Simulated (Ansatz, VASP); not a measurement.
## One calculation of MgS, two programs

POSCAR

```
MgS
1.0
    0.0000000000      2.8331200468      2.8331200468
    2.8331200468      0.0000000000      2.8331200468
    2.8331200468      2.8331200468      0.0000000000
S Mg
1 1
Direct
    0.2500000000      0.2500000000      0.2500000000
    0.0000000000      0.0000000000      0.0000000000
```

INCAR.step1

```
PREC     = Accurate       # precision mode
ENCUT    = 520            # plane-wave cutoff, eV
EDIFF    = 1E-5           # SCF threshold, eV
ISMEAR   = -1             # smearing method
SIGMA    = 0.05           # smearing width, eV
LREAL    = F              # projectors in reciprocal space
LASPH    = T              # aspherical terms in the spheres
NELM     = 60             # most SCF steps
ALGO     = Normal         # electronic algorithm
ISIF     = 2              # what is computed and relaxed
LWAVE    = T              # write WAVECAR
LCHARG   = F              # write CHGCAR
GGA      = PE             # functional
NBANDS   = 11             # bands
```

INCAR.step2

```
PREC     = Accurate       # precision mode
ENCUT    = 520            # plane-wave cutoff, eV
EDIFF    = 1E-7           # SCF threshold, eV
ISMEAR   = -1             # smearing method
SIGMA    = 0.05           # smearing width, eV
LREAL    = F              # projectors in reciprocal space
LASPH    = T              # aspherical terms in the spheres
NELM     = 60             # most SCF steps
ALGO     = Normal         # electronic algorithm
ISIF     = 2              # what is computed and relaxed
LWAVE    = F              # write WAVECAR
LCHARG   = F              # write CHGCAR
GGA      = PE             # functional
LHFCALC  = T              # exact exchange
HFSCREEN = 0.2079         # screening, 1/A
PRECFOCK = Normal       
ISTART   = 1            
NBANDS   = 11             # bands
```

File KPOINTS:

```
regular mesh
0
Gamma
  4 4 4
```

input.yaml

```yaml
crystal:
  lattice:
    - [0.0, 2.8331200468, 2.8331200468]
    - [2.8331200468, 0.0, 2.8331200468]
    - [2.8331200468, 2.8331200468, 0.0]
  atoms:
    - { symbol: S, position: [0.25, 0.25, 0.25] }
    - { symbol: Mg, position: [0.0, 0.0, 0.0] }
kpoints:
  mp_grid: { grid: [4, 4, 4] }
scf:
  occupations: { method: fermi_dirac, width: 0.05 }
hamiltonian:
  xc: hse06
  pseudopotentials: { kind: all_electron, datasets: crystal }
output:
  forces: true
  stress: true
```

Alike in both runs: task single point; functional HSE06; k mesh 4 × 4 × 4; occupations fermi-dirac, width 0.05 eV; no spin polarisation.

|  | VASP | Ansatz |
| --- | --- | --- |
| version | VASP 6.6.1 | Ansatz 0.2.0 |
| potentials or method | VASP PAW PBE potentials, release 64 (S, Mg), cutoff 520 eV | all-electron PAW datasets made for the crystal |

|  | VASP | Ansatz | Ansatz less VASP |
| --- | --- | --- | --- |
| gap on the k mesh at the Fermi level (eV) | 4.50 | 4.52 | +0.012 |
| least direct gap on the mesh (eV) | 4.50 | 4.52 | +0.012 |
| pressure (GPa) | -0.2 | 0.0 | +0.17 |

Ansatz ran all-electron here, and VASP with PAW potentials.

The k mesh is coarse, so the values compare programs but aren't converged.
